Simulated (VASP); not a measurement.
# NiO2 (R-3m) in VASP: single point with r2SCAN

Aim: the single point of NiO2 with r2SCAN.

Program: VASP 6.6.1. These are calculated values, not measurements. Logs are shortened: lines on timing, memory, paths and dates and some standing lists are left out, and cuts for length are marked.

## Step 1: The cell of the first run

It takes space group R-3m (No. 166, trigonal). The conventional cell has a = 2.774 Å, b = 2.774 Å, c = 15.322 Å, α = 90.00°, β = 90.00°, γ = 120.00°. Ni (site symmetry -3m) has 6 O at 1.86 Å within 2.5 Å. Within 2.5 Å of O (site symmetry 3m) lie 3 Ni at 1.86 Å and 3 O at 2.47 Å.

## Step 2: Single point, r2SCAN

POSCAR

```
NiO2
1.0
    1.3868755767      0.8007129875      5.1074453104
   -1.3868755767      0.8007129875      5.1074453104
    0.0000000000     -1.6014259751      5.1074453104
Ni O
1 2
Direct
    0.0000000000      0.0000000000      0.0000000000
    0.6052842837      0.6052842837      0.6052842837
    0.3947157163      0.3947157163      0.3947157163
```

INCAR.step1

```
SYSTEM = NiO2
PREC = Accurate
ENCUT = 770
ISMEAR = 0
SIGMA = 0.02
LREAL = .FALSE.
LASPH = .TRUE.
NELM = 120
NBANDS = 22
GGA = PE
ALGO = Normal
EDIFF = 1E-5
LWAVE = .TRUE.
LCHARG = .FALSE.
GGA_COMPAT = .FALSE.
```

INCAR.step2

```
SYSTEM = NiO2
PREC = Accurate
ENCUT = 770
EDIFF = 1E-6
ISMEAR = 0
SIGMA = 0.02
LREAL = .FALSE.
LASPH = .TRUE.
NELM = 120
ALGO = Normal
ISIF = 2
LWAVE = .FALSE.
LCHARG = .FALSE.
METAGGA = R2SCAN
LMIXTAU = .TRUE.
NBANDS = 22
ISTART = 1
GGA_COMPAT = .FALSE.
```

KPOINTS

```
Automatic mesh
0
G
  12 12 12
  0 0 0
```

Potentials or basis: VASP PAW PBE potentials, release 64 (Ni_sv_GW, O).

Run with:

```console
$ cat potpaw_PBE.64/Ni_sv_GW/POTCAR potpaw_PBE.64/O/POTCAR > POTCAR
$ cp INCAR.step1 INCAR
$ mpirun -np 1 vasp_std > vasp.out
$ cp INCAR.step2 INCAR
$ mpirun -np 1 vasp_std > vasp.out
```

OUTCAR:

```text
SYSTEM = NiO2
   PREC = Accurate
   ENCUT = 770
   EDIFF = 1E-6
   ISMEAR = 0
   LREAL = .FALSE.
   LASPH = .TRUE.
   NELM = 120
   ISIF = 2
   METAGGA = R2SCAN
   ISTART = 1

 ion  position               nearest neighbor table
   1  0.000  0.000  0.000-   2 1.86   3 1.86   2 1.86   2 1.86   3 1.86   3 1.86
   2  0.605  0.605  0.605-   1 1.86   1 1.86   1 1.86
   3  0.395  0.395  0.395-   1 1.86   1 1.86   1 1.86

  LATTYP: Found a trigonal (rhomboedric) cell.
 ALAT       =     5.3526220446
 COS(alpha) =     0.8657322104

  Lattice vectors:

 A1 = (   1.3868755767,   0.8007129875,   5.1074453104)
 A2 = (  -1.3868755767,   0.8007129875,   5.1074453104)
 A3 = (   0.0000000000,  -1.6014259751,   5.1074453104)

Analysis of symmetry for initial positions (statically):
=====================================================================
 Subroutine PRICEL returns:
 Original cell was already a primitive cell.

 Routine SETGRP: Setting up the symmetry group for a
 trigonal (rhombohedral) supercell.

 Subroutine GETGRP returns: Found 12 space group operations
 (whereof 12 operations were pure point group operations)
 out of a pool of 12 trial point group operations.

The static configuration has the point symmetry D_3d.

Analysis of symmetry for dynamics (positions and initial velocities):
=====================================================================
 Subroutine PRICEL returns:
 Original cell was already a primitive cell.

 Routine SETGRP: Setting up the symmetry group for a
 trigonal (rhombohedral) supercell.

 Subroutine GETGRP returns: Found 12 space group operations
 (whereof 12 operations were pure point group operations)
 out of a pool of 12 trial point group operations.

The dynamic configuration has the point symmetry D_3d.

 Subroutine INISYM returns: Found 12 space group operations
 (whereof 12 operations are pure point group operations),
 and found     1 'primitive' translations

----------------------------------------------------------------------------------------

                                     Primitive cell

  volume of cell :      34.0306

  direct lattice vectors                    reciprocal lattice vectors
     1.386875577  0.800712987  5.107445310     0.360522608  0.208147825  0.065264200
    -1.386875577  0.800712987  5.107445310    -0.360522608  0.208147825  0.065264200
     0.000000000 -1.601425975  5.107445310     0.000000000 -0.416295650  0.065264200

  length of vectors
     5.352622045  5.352622045  5.352622045     0.421380450  0.421380450  0.421380450

  position of ions in fractional coordinates (direct lattice)
     0.000000000  0.000000000  0.000000000
     0.605284284  0.605284284  0.605284284
     0.394715716  0.394715716  0.394715716

  ion indices of the primitive-cell ions
   primitive index   ion index
                 1           1
                 2           2
                 3           3

----------------------------------------------------------------------------------------

 KPOINTS: Automatic mesh

Automatic generation of k-mesh.
 Grid dimensions read from file:
 generate k-points for:   12   12   12

 Generating k-lattice:

  Cartesian coordinates                     Fractional coordinates (reciprocal lattice)
     0.030043551  0.017345652  0.005438683     0.083333333 -0.000000000  0.000000000
    -0.030043551  0.017345652  0.005438683    -0.000000000  0.083333333  0.000000000
     0.000000000 -0.034691304  0.005438683     0.000000000  0.000000000  0.083333333

  Length of vectors
     0.035115038  0.035115038  0.035115038

  Shift w.r.t. Gamma in fractional coordinates (k-lattice)
     0.000000000  0.000000000  0.000000000

 Subroutine IBZKPT returns following result:
 ===========================================

 Found    189 irreducible k-points:

 Following reciprocal coordinates:
            Coordinates               Weight
  0.000000  0.000000  0.000000      1.000000
  0.083333  0.000000 -0.000000      6.000000
  0.166667  0.000000  0.000000      6.000000
  0.250000  0.000000  0.000000      6.000000
  0.333333 -0.000000 -0.000000      6.000000
  0.416667  0.000000  0.000000      6.000000
[... 16 lines left out ...]
  0.500000  0.166667  0.000000     12.000000
 -0.416667  0.166667  0.000000     12.000000
 [... further k-points ...]
   k-points           NKPTS =    189   k-points in BZ     NKDIM =    189   number of bands    NBANDS=     22
   number of dos      NEDOS =    301   number of ions     NIONS =      3
   total plane-waves  NPLWV = 110592
   dimension x,y,z NGX =    48 NGY =   48 NGZ =   48
   dimension x,y,z NGXF=    96 NGYF=   96 NGZF=   96
   ions per type =               1   2
   NGX,Y,Z   is equivalent  to a cutoff of  14.91, 14.91, 14.91 a.u.
   NGXF,Y,Z  is equivalent  to a cutoff of  29.82, 29.82, 29.82 a.u.
 SYSTEM =  NiO2
   PREC   = accura    normal or accurate (medium, high low for compatibility)
   ISTART =      1    job   : 0-new  1-cont  2-samecut
   ICHARG =      0    charge: 1-file 2-atom 10-const
   ISPIN  =      1    spin polarized calculation?
   LNONCOLLINEAR =      F non collinear calculations
   LSORBIT =      F    spin-orbit coupling
   LASPH  =      T    aspherical Exc in radial PAW
   ENCUT  =  770.0 eV  56.59 Ry    7.52 a.u.  12.11 12.11 12.11*2*pi/ulx,y,z
   NELM   =    120;   NELMIN=  2; NELMDL=  0     # of ELM steps
   EDIFF  = 0.1E-05   stopping-criterion for ELM
   LREAL  =      F    real-space projection
   EDIFFG = 0.1E-04   stopping-criterion for IOM
   NSW    =      0    number of steps for IOM
   IBRION =     -1    ionic relax: 0-MD 1-quasi-New 2-CG
   NFREE  =      0    steps in history (QN), initial steepest desc. (CG)
   ISIF   =      2    stress and relaxation
   ISYM   =      2    0-nonsym 1-usesym 2-fastsym
   POTIM  = 0.5000    time-step for ionic-motion
   TEBEG  =    0.0;   TEEND  =   0.0 temperature during run
   PSTRESS=    0.0 pullay stress
   NELECT =      30.0000    total number of electrons
   NUPDOWN=      -1.0000    fix difference up-down
   EMIN   =  10.00;   EMAX   =-10.00  energy-range for DOS
   EFERMI =   0.00;   METHOD = LEGACY
   ISMEAR =     0;   SIGMA  =   0.02  broadening in eV -4-tet -1-fermi 0-gaus
   EFERMI_NEDOS =   21; number of points for ismear=-14 and -15
   IALGO  =     38    algorithm
   IMIX   =      4    mixing-type and parameters
     AMIX     =   0.40;   BMIX     =  1.00
     AMIX_MAG =   1.60;   BMIX_MAG =  1.00
  volume/ion in A,a.u.               =      11.34        76.55
  Fermi-wavevector in a.u.,A,eV,Ry     =   1.569732  2.966363 33.525545  2.464058
  Thomas-Fermi vector in A             =   2.671570
   LORBIT       =      0    0 simple, 1 ext, 2 COOP (PROOUT), +10 PAW based schemes
   METAGGA = R2SCAN    functional components
   LHFCALC =     F    Hartree Fock is set to
   AEXX    =    0.0000 exact exchange contribution
   IVDW    =     0    specifies the selected vdW correction
   LEPSILON=     F    determine dielectric tensor
   LRPA    =     F    only Hartree local field effects (RPA)
 non-spin polarized calculation
 Gauss-broadening in eV      SIGMA  =   0.02
  energy-cutoff  :      770.00
  volume of cell :       34.03
 maximum number of plane-waves:      1673
   NGX = 25   NGY = 25   NGZ = 25

 number of electron      30.0000008 magnetization

 Free energy of the ion-electron system (eV)
  ---------------------------------------------------
  ext. energy  EPLUGINS =         0.00000000
  ---------------------------------------------------
  free energy    TOTEN  =       -27.55112399 eV

  energy without entropy =      -27.55112399  energy(sigma->0) =      -27.55112399

 E-fermi :   1.1064     XC(G=0): -10.9772

 val. band max:        0.6816327310   @ k =  -0.4167   0.5000   0.4167
 cond. band min:       2.2810748427   @ k =   0.4167   0.4167   0.1667
 fundamental gap:      1.5994421117
 Fermi energy:         1.1063979437

 k-point     1 :       0.0000    0.0000    0.0000
  band No.  band energies     occupation
      1    -107.1121      2.00000
      2     -66.0632      2.00000
      3     -66.0632      2.00000
      4     -65.8188      2.00000
      5     -19.8028      2.00000
      6     -17.3877      2.00000
[... 14 lines left out ...]
     21      22.1795      0.00000
     22      22.1795      0.00000

 k-point     2 :       0.0833    0.0000   -0.0000
  band No.  band energies     occupation
      1    -107.1117      2.00000
      2     -66.0669      2.00000
      3     -66.0641      2.00000
      4     -65.8182      2.00000
      5     -19.7087      2.00000
      6     -17.3923      2.00000
[... 14 lines left out ...]
     21      21.4102      0.00000
     22      22.4638      0.00000

 k-point     3 :       0.1667    0.0000    0.0000
  band No.  band energies     occupation
      1    -107.1108      2.00000
      2     -66.0772      2.00000
      3     -66.0665      2.00000
      4     -65.8167      2.00000
      5     -19.4408      2.00000
      6     -17.4085      2.00000
[... 14 lines left out ...]
     21      19.9341      0.00000
     22      21.3573      0.00000

 k-point     4 :       0.2500    0.0000    0.0000
  band No.  band energies     occupation
      1    -107.1095      2.00000
      2     -66.0912      2.00000
      3     -66.0699      2.00000
      4     -65.8146      2.00000
      5     -19.0424      2.00000
      6     -17.4431      2.00000
[... 14 lines left out ...]
     21      18.6308      0.00000
     22      20.0767      0.00000

 k-point     5 :       0.3333   -0.0000   -0.0000
  band No.  band energies     occupation
      1    -107.1083      2.00000
      2     -66.1051      2.00000
      3     -66.0733      2.00000
      4     -65.8125      2.00000
      5     -18.5858      2.00000
      6     -17.5075      2.00000
[... 417 lines left out ...]
 k-point    22 :       0.4167    0.1667    0.0000
  band No.  band energies     occupation
      1    -107.1078      2.00000
      2     -66.1051      2.00000
      3     -66.0797      2.00000
      4     -65.8117      2.00000
      5     -18.4186      2.00000
      6     -17.5234      2.00000
[... 14 lines left out ...]
     21      17.9972      0.00000
     22      18.6235      0.00000

 k-point    23 :       0.5000    0.1667    0.0000
  band No.  band energies     occupation
      1    -107.1070      2.00000
      2     -66.1119      2.00000
      3     -66.0838      2.00000
      4     -65.8104      2.00000
      5     -18.0515      2.00000
      6     -17.6132      2.00000
[... 14 lines left out ...]
     21      18.5111      0.00000
     22      18.9174      0.00000

 k-point    24 :      -0.4167    0.1667    0.0000
  band No.  band energies     occupation
      1    -107.1067      2.00000
      2     -66.1144      2.00000
      3     -66.0854      2.00000
      4     -65.8099      2.00000
      5     -17.8409      2.00000
      6     -17.7172      2.00000
[... 14 lines left out ...]
     21      18.6554      0.00000
     22      18.9597      0.00000

 [... further k-points ...]

------------------------ aborting loop because EDIFF is reached ----------------------------------------

  FORCE on cell =-STRESS in cart. coord.  units (eV):
  Direction    XX          YY          ZZ          XY          YZ          ZX
  --------------------------------------------------------------------------------------
  -------------------------------------------------------------------------------------
  Total        0.1920329      0.1920329      0.0218612     -0.0000000     -0.0000000      0.0000000
  in kB        9.0410100      9.0410100      1.0292352     -0.0000000     -0.0000000      0.0000000
  external PRESSURE =       6.3704184 kB  Pullay stress =       0.0000000 kB

 VOLUME and BASIS-vectors are now :
 -----------------------------------------------------------------------------
  energy-cutoff  :      770.00
  volume of cell :       34.03
      direct lattice vectors                 reciprocal lattice vectors
     1.386875577  0.800712987  5.107445310     0.360522608  0.208147825  0.065264200
    -1.386875577  0.800712987  5.107445310    -0.360522608  0.208147825  0.065264200
     0.000000000 -1.601425975  5.107445310     0.000000000 -0.416295650  0.065264200

 POSITION                                       TOTAL-FORCE (eV/Angst)
 -----------------------------------------------------------------------------------
      0.00000      0.00000      0.00000         0.000000     -0.000000      0.000000
      0.00000     -0.00000      9.27437        -0.000000      0.000000     -0.059890
      0.00000     -0.00000      6.04797        -0.000000     -0.000000      0.059890
 -----------------------------------------------------------------------------------
    total drift:                                0.000000     -0.000000      0.000000

  FREE ENERGIE OF THE ION-ELECTRON SYSTEM (eV)
  ---------------------------------------------------
  free  energy   TOTEN  =       -27.5511239880 eV

  energy  without entropy=      -27.5511239880  energy(sigma->0) =      -27.55112399
```

Run time: 40 min. Hardware: 1 thread of Intel Xeon Platinum 8259CL at 2.50GHz (Skylake/Cascade Lake), shared host; peak memory 0.58 GiB.

Results:

```
Free energy            : -27.5511 eV
Pressure               : 0.6 GPa
Largest force          : 0.060 eV/Å
Band gap on the k mesh : 1.60 eV (least direct gap 1.82 eV)
```

Forces in eV/Å, atoms in the order of the input:
```
Ni   0.000  0.000  0.000
O    0.000  0.000 -0.060
O    0.000  0.000  0.060
```

Caveat: the PAW data sets were made with another functional, which shifts forces and pressure a little; the run has no spin polarisation, though such a crystal can be magnetic.
